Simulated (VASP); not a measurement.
**RbBr: single point with HSE06**

Crystal: RbBr.

```
Rb Br
1.0
     0.00000    3.99177    3.99177
     3.99177    0.00000    3.99177
     3.99177    3.99177    0.00000
Rb Br
1 1
Direct
  0.00000 0.00000 0.00000
  0.25000 0.25000 0.25000
```

This cell differs from its parent crystal: strain +3.2%.

```yaml
Program: VASP 6.6.1
Task: single point
Functional: HSE06
Potentials_or_basis: VASP PAW PBE potentials, release 64 (Rb_sv, Br)
Cutoff: 520 eV
k_mesh: 4 × 4 × 4
Occupations: gaussian, width 0.01 eV
Spin: no spin polarisation
Dipole_correction: no
Grid_for_exact_exchange_PRECFOCK: Normal
Further_INCAR_settings: ALGO = Normal; EDIFF = 1e-07; NBANDS = 15
Share_of_exact_exchange: 0.25
Screening_parameter: 0.2079 1/Å
```

```
Pressure               : -0.6 GPa
Band gap on the k mesh : 5.03 eV (least direct gap 5.08 eV)
```

Levels at points of the mesh, in eV from the valence-band top:
| k point | band 6 | band 7 | band 8 | band 9 | band 10 | band 11 |
| --- | --- | --- | --- | --- | --- | --- |
| (0.00, 0.00, 0.00) | -0.05 | -0.05 | -0.05 | 5.03 | 9.29 | 9.29 |
| (0.50, 0.00, 0.00) | -0.25 | -0.02 | -0.02 | 7.15 | 7.36 | 8.84 |
| (0.50, 0.50, 0.00) | -0.31 | 0.00 | 0.00 | 6.89 | 7.73 | 9.18 |

Run time: 6.1 min on 1 thread of Intel(R) Xeon(R) 6975P-C (Granite Rapids), with other jobs on the host, peak memory 0.39 GiB.

Caveat: the cell differs from its parent crystal (strain +3.2%); the PAW data sets were made with another functional, which shifts forces and pressure a little. A k mesh can miss the band edges.
